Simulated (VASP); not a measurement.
# CaPd5 (P6/mmm) in VASP: single point with LDA

Aim: the single point of CaPd5 with LDA.

Everything below comes from runs of VASP 6.6.1. Logs are shortened: lines on timing, memory, paths and dates and some standing lists are left out, and cuts for length are marked.

## Step 1: The cell of the first run

The structure is hexagonal, space group P6/mmm (No. 191). Conventional cell: a = 5.200 Å, b = 5.200 Å, c = 4.351 Å, α = 90.00°, β = 90.00°, γ = 120.00°. Within 4.0 Å of Ca (site symmetry 6/mmm) lie 18 Pd at 3.00 to 3.39 Å. Within 3.4 Å of Pd (site symmetry mmm) lie 8 Pd at 2.60 to 2.64 Å and 4 Ca at 3.39 Å. Within 3.5 Å of Pd (site symmetry -6m2) lie 9 Pd at 2.64 to 3.00 Å and 3 Ca at 3.00 Å.

## Step 2: Single point, LDA

Contents of INCAR:

```
SYSTEM = CaPd5
ALGO     = Normal         ! electronic algorithm
EDIFF    = 1E-7           ! SCF threshold, eV
ENCUT    = 520            ! plane-wave cutoff, eV
ISIF     = 2              ! what is computed and relaxed
ISMEAR   = -1             ! smearing method
LASPH    = .TRUE.         ! aspherical terms in the spheres
LCHARG   = .FALSE.        ! write CHGCAR
LREAL    = .FALSE.        ! projectors in reciprocal space
LWAVE    = .FALSE.        ! write WAVECAR
NBANDS   = 39             ! bands
NELM     = 60             ! most SCF steps
PREC     = Accurate       ! precision mode
SIGMA    = 0.1            ! smearing width, eV
```

Contents of KPOINTS:

```
k-points
0
G
  5 5 5
  0 0 0
```

Contents of POSCAR:

```
CaPd5
1.0
    5.1996588362      0.0000000000      0.0000000000
   -2.5998294181      4.5030366431      0.0000000000
    0.0000000000      0.0000000000      4.3507796200
Ca Pd
1 5
Direct
    0.0000000000      0.0000000000      0.0000000000
    0.5000000000      0.0000000000      0.5000000000
    0.5000000000      0.5000000000      0.5000000000
    0.0000000000      0.5000000000      0.5000000000
    0.3333333333      0.6666666667      0.0000000000
    0.6666666667      0.3333333333      0.0000000000
```

Potentials or basis: VASP PAW LDA potentials, release 64 (Ca_sv, Pd).

The run is started by

```bash
$ cat potpaw_LDA.64/Ca_sv/POTCAR potpaw_LDA.64/Pd/POTCAR > POTCAR
$ mpirun -np 1 vasp_std > vasp.out
```

OUTCAR:

```text
SYSTEM = CaPd5
   EDIFF = 1E-7
   ENCUT = 520
   ISIF = 2
   ISMEAR = -1
   LASPH = .TRUE.
   LREAL = .FALSE.
   NELM = 60
   PREC = Accurate

 ion  position               nearest neighbor table
   1  0.000  0.000  0.000-   5 3.00   6 3.00   5 3.00   6 3.00   6 3.00   5 3.00
   2  0.500  0.000  0.500-   3 2.60   4 2.60   3 2.60   4 2.60   5 2.64   6 2.64   5 2.64   6 2.64

   3  0.500  0.500  0.500-   2 2.60   2 2.60   4 2.60   4 2.60   5 2.64   6 2.64   5 2.64   6 2.64

   4  0.000  0.500  0.500-   2 2.60   2 2.60   3 2.60   3 2.60   5 2.64   6 2.64   5 2.64   6 2.64

   5  0.333  0.667  0.000-   2 2.64   2 2.64   4 2.64   4 2.64   3 2.64   3 2.64   6 3.00   6 3.00
                             1 3.00   1 3.00   1 3.00   6 3.00
   6  0.667  0.333  0.000-   2 2.64   2 2.64   4 2.64   4 2.64   3 2.64   3 2.64   5 3.00   5 3.00
                             1 3.00   1 3.00   1 3.00   5 3.00

  LATTYP: Found a hexagonal cell.
 ALAT       =     5.1996588362
 C/A-ratio  =     0.8367432859

  Lattice vectors:

 A1 = (   5.1996588362,   0.0000000000,   0.0000000000)
 A2 = (  -2.5998294181,   4.5030366431,   0.0000000000)
 A3 = (   0.0000000000,   0.0000000000,   4.3507796200)

Analysis of symmetry for initial positions (statically):
=====================================================================
 Subroutine PRICEL returns:
 Original cell was already a primitive cell.

 Routine SETGRP: Setting up the symmetry group for a
 hexagonal supercell.

 Subroutine GETGRP returns: Found 24 space group operations
 (whereof 24 operations were pure point group operations)
 out of a pool of 24 trial point group operations.

The static configuration has the point symmetry D_6h.

Analysis of symmetry for dynamics (positions and initial velocities):
=====================================================================
 Subroutine PRICEL returns:
 Original cell was already a primitive cell.

 Routine SETGRP: Setting up the symmetry group for a
 hexagonal supercell.

 Subroutine GETGRP returns: Found 24 space group operations
 (whereof 24 operations were pure point group operations)
 out of a pool of 24 trial point group operations.

The dynamic configuration has the point symmetry D_6h.

 Subroutine INISYM returns: Found 24 space group operations
 (whereof 24 operations are pure point group operations),
 and found     1 'primitive' translations

----------------------------------------------------------------------------------------

                                     Primitive cell

  volume of cell :     101.8703

  direct lattice vectors                    reciprocal lattice vectors
     5.199658836  0.000000000  0.000000000     0.192320310  0.111036183  0.000000000
    -2.599829418  4.503036643  0.000000000     0.000000000  0.222072366  0.000000000
     0.000000000  0.000000000  4.350779620     0.000000000  0.000000000  0.229843864

  length of vectors
     5.199658836  5.199658836  4.350779620     0.222072366  0.222072366  0.229843864

  position of ions in fractional coordinates (direct lattice)
     0.000000000  0.000000000  0.000000000
     0.500000000  0.000000000  0.500000000
     0.500000000  0.500000000  0.500000000
     0.000000000  0.500000000  0.500000000
     0.333333333  0.666666667  0.000000000
     0.666666667  0.333333333  0.000000000

  ion indices of the primitive-cell ions
   primitive index   ion index
                 1           1
                 2           2
                 3           3
                 4           4
                 5           5
                 6           6

----------------------------------------------------------------------------------------

 KPOINTS: k-points

Automatic generation of k-mesh.
 Grid dimensions read from file:
 generate k-points for:    5    5    5

 Generating k-lattice:

  Cartesian coordinates                     Fractional coordinates (reciprocal lattice)
     0.038464062  0.022207237  0.000000000     0.200000000  0.000000000  0.000000000
     0.000000000  0.044414473  0.000000000     0.000000000  0.200000000  0.000000000
     0.000000000  0.000000000  0.045968773     0.000000000  0.000000000  0.200000000

  Length of vectors
     0.044414473  0.044414473  0.045968773

  Shift w.r.t. Gamma in fractional coordinates (k-lattice)
     0.000000000  0.000000000  0.000000000

 Subroutine IBZKPT returns following result:
 ===========================================

 Found     15 irreducible k-points:

 Following reciprocal coordinates:
            Coordinates               Weight
  0.000000  0.000000  0.000000      1.000000
  0.200000  0.000000  0.000000      6.000000
  0.400000  0.000000  0.000000      6.000000
  0.200000  0.200000  0.000000      6.000000
  0.400000  0.200000  0.000000      6.000000
  0.000000  0.000000  0.200000      2.000000
  0.200000  0.000000  0.200000     12.000000
  0.400000  0.000000  0.200000     12.000000
  0.200000  0.200000  0.200000     12.000000
  0.400000  0.200000  0.200000     12.000000
  0.000000  0.000000  0.400000      2.000000
  0.200000  0.000000  0.400000     12.000000
  0.400000  0.000000  0.400000     12.000000
  0.200000  0.200000  0.400000     12.000000
  0.400000  0.200000  0.400000     12.000000
   k-points           NKPTS =     15   k-points in BZ     NKDIM =     15   number of bands    NBANDS=     39
   number of dos      NEDOS =    301   number of ions     NIONS =      6
   total plane-waves  NPLWV =  51200
   dimension x,y,z NGX =    40 NGY =   40 NGZ =   32
   dimension x,y,z NGXF=    80 NGYF=   80 NGZF=   64
   ions per type =               1   5
   NGX,Y,Z   is equivalent  to a cutoff of  12.79, 12.79, 12.23 a.u.
   NGXF,Y,Z  is equivalent  to a cutoff of  25.58, 25.58, 24.45 a.u.
 SYSTEM =  CaPd5
   PREC   = accura    normal or accurate (medium, high low for compatibility)
   ISTART =      0    job   : 0-new  1-cont  2-samecut
   ICHARG =      2    charge: 1-file 2-atom 10-const
   ISPIN  =      1    spin polarized calculation?
   LNONCOLLINEAR =      F non collinear calculations
   LSORBIT =      F    spin-orbit coupling
   LASPH  =      T    aspherical Exc in radial PAW
   ENCUT  =  520.0 eV  38.22 Ry    6.18 a.u.   9.67  9.67  8.09*2*pi/ulx,y,z
   NELM   =     60;   NELMIN=  2; NELMDL= -5     # of ELM steps
   EDIFF  = 0.1E-06   stopping-criterion for ELM
   LREAL  =      F    real-space projection
   EDIFFG = 0.1E-05   stopping-criterion for IOM
   NSW    =      0    number of steps for IOM
   IBRION =     -1    ionic relax: 0-MD 1-quasi-New 2-CG
   NFREE  =      0    steps in history (QN), initial steepest desc. (CG)
   ISIF   =      2    stress and relaxation
   ISYM   =      2    0-nonsym 1-usesym 2-fastsym
   POTIM  = 0.5000    time-step for ionic-motion
   TEBEG  =    0.0;   TEEND  =   0.0 temperature during run
   PSTRESS=    0.0 pullay stress
   NELECT =      60.0000    total number of electrons
   NUPDOWN=      -1.0000    fix difference up-down
   EMIN   =  10.00;   EMAX   =-10.00  energy-range for DOS
   EFERMI =   0.00;   METHOD = LEGACY
   ISMEAR =    -1;   SIGMA  =   0.10  broadening in eV -4-tet -1-fermi 0-gaus
   EFERMI_NEDOS =   21; number of points for ismear=-14 and -15
   IALGO  =     38    algorithm
   IMIX   =      4    mixing-type and parameters
     AMIX     =   0.40;   BMIX     =  1.00
     AMIX_MAG =   1.60;   BMIX_MAG =  1.00
  volume/ion in A,a.u.               =      16.98       114.58
  Fermi-wavevector in a.u.,A,eV,Ry     =   1.372280  2.593233 25.621849  1.883153
  Thomas-Fermi vector in A             =   2.497901
   LORBIT       =      0    0 simple, 1 ext, 2 COOP (PROOUT), +10 PAW based schemes
   GGA     = CA    functional components
   LHFCALC =     F    Hartree Fock is set to
   AEXX    =    0.0000 exact exchange contribution
   IVDW    =     0    specifies the selected vdW correction
   LEPSILON=     F    determine dielectric tensor
   LRPA    =     F    only Hartree local field effects (RPA)
 non-spin polarized calculation
  energy-cutoff  :      520.00
  volume of cell :      101.87
 maximum number of plane-waves:      2765
 NGX is ok and might be reduce to    40
   NGX = 19   NGY = 19   NGZ = 17

 number of electron      59.9999996 magnetization

 Free energy of the ion-electron system (eV)
  ---------------------------------------------------
  ext. energy  EPLUGINS =         0.00000000
  ---------------------------------------------------
  free energy    TOTEN  =       -36.86460441 eV

  energy without entropy =      -36.69845591  energy(sigma->0) =      -36.78153016

 E-fermi :   7.7423     XC(G=0): -12.3261

 val. band max:        7.7242032863   @ k =   0.2000   0.2000   0.0000
 cond. band min:       7.8153359217   @ k =   0.2000   0.0000   0.2000
 fundamental gap:      0.0911326354
 Fermi energy:         7.7422976942

 k-point     1 :       0.0000    0.0000    0.0000
  band No.  band energies     occupation
      1     -31.9647      2.00000
      2     -13.3022      2.00000
      3     -13.3022      2.00000
      4     -13.3007      2.00000
      5       0.6141      2.00000
      6       2.0626      2.00000
[... 31 lines left out ...]
     38      12.7545      0.00000
     39      12.7545      0.00000

 k-point     2 :       0.2000    0.0000    0.0000
  band No.  band energies     occupation
      1     -31.9645      2.00000
      2     -13.3056      2.00000
      3     -13.3018      2.00000
      4     -13.3012      2.00000
      5       0.9241      2.00000
      6       2.3256      2.00000
[... 31 lines left out ...]
     38      12.7270      0.00000
     39      13.1389      0.00000

 k-point     3 :       0.4000    0.0000    0.0000
  band No.  band energies     occupation
      1     -31.9642      2.00000
      2     -13.3110      2.00000
      3     -13.3020      2.00000
      4     -13.3013      2.00000
      5       1.6317      2.00000
      6       2.9180      2.00000
[... 31 lines left out ...]
     38      13.9072      0.00000
     39      14.3365      0.00000

 k-point     4 :       0.2000    0.2000    0.0000
  band No.  band energies     occupation
      1     -31.9642      2.00000
      2     -13.3087      2.00000
      3     -13.3026      2.00000
      4     -13.3018      2.00000
      5       1.4693      2.00000
      6       2.7615      2.00000
[... 31 lines left out ...]
     38      14.0134      0.00000
     39      14.0341      0.00000
[... 376 lines left out ...]
     38      12.8520      0.00000
     39      13.2444      0.00000

 k-point    14 :       0.2000    0.2000    0.4000
  band No.  band energies     occupation
      1     -31.9632      2.00000
      2     -13.3273      2.00000
      3     -13.3051      2.00000
      4     -13.3006      2.00000
      5       2.2514      2.00000
      6       2.3523      2.00000
[... 31 lines left out ...]
     38      13.0807      0.00000
     39      13.3087      0.00000

 k-point    15 :       0.4000    0.2000    0.4000
  band No.  band energies     occupation
      1     -31.9630      2.00000
      2     -13.3267      2.00000
      3     -13.3055      2.00000
      4     -13.3010      2.00000
      5       2.5385      2.00000
      6       2.6790      2.00000
[... 31 lines left out ...]
     38      12.7466      0.00000
     39      13.3190      0.00000

------------------------ aborting loop because EDIFF is reached ----------------------------------------

  FORCE on cell =-STRESS in cart. coord.  units (eV):
  Direction    XX          YY          ZZ          XY          YZ          ZX
  --------------------------------------------------------------------------------------
  -------------------------------------------------------------------------------------
  Total        0.1339387      0.1339387      0.1490161      0.0000000      0.0000000      0.0000000
  in kB        2.1065372      2.1065372      2.3436698      0.0000000      0.0000000      0.0000000
  external PRESSURE =       2.1855814 kB  Pullay stress =       0.0000000 kB

 VOLUME and BASIS-vectors are now :
 -----------------------------------------------------------------------------
  energy-cutoff  :      520.00
  volume of cell :      101.87
      direct lattice vectors                 reciprocal lattice vectors
     5.199658836  0.000000000  0.000000000     0.192320310  0.111036183  0.000000000
    -2.599829418  4.503036643  0.000000000     0.000000000  0.222072366  0.000000000
     0.000000000  0.000000000  4.350779620     0.000000000  0.000000000  0.229843864

 POSITION                                       TOTAL-FORCE (eV/Angst)
 -----------------------------------------------------------------------------------
      0.00000      0.00000      0.00000        -0.000000      0.000000      0.000000
      2.59983      0.00000      2.17539        -0.000000      0.000000      0.000000
      1.29991      2.25152      2.17539        -0.000000      0.000000      0.000000
     -1.29991      2.25152      2.17539        -0.000000      0.000000      0.000000
     -0.00000      3.00202      0.00000        -0.000000      0.000000      0.000000
      2.59983      1.50101      0.00000         0.000000      0.000000      0.000000
 -----------------------------------------------------------------------------------
    total drift:                               -0.000000     -0.000000     -0.000000

  FREE ENERGIE OF THE ION-ELECTRON SYSTEM (eV)
  ---------------------------------------------------
  free  energy   TOTEN  =       -36.8646044110 eV

  energy  without entropy=      -36.6984559139  energy(sigma->0) =      -36.78153016
```

Run time: 32 s. Hardware: 1 thread of Intel Xeon Platinum 8559C (Emerald Rapids), shared host; peak memory 0.2 GiB.

What came out:

```
Free energy            : -36.8646 eV
Pressure               : 0.2 GPa
Band gap on the k mesh : zero (band 30 reaches 8.29 eV, above the bottom of band 31 at 7.58 eV)
```
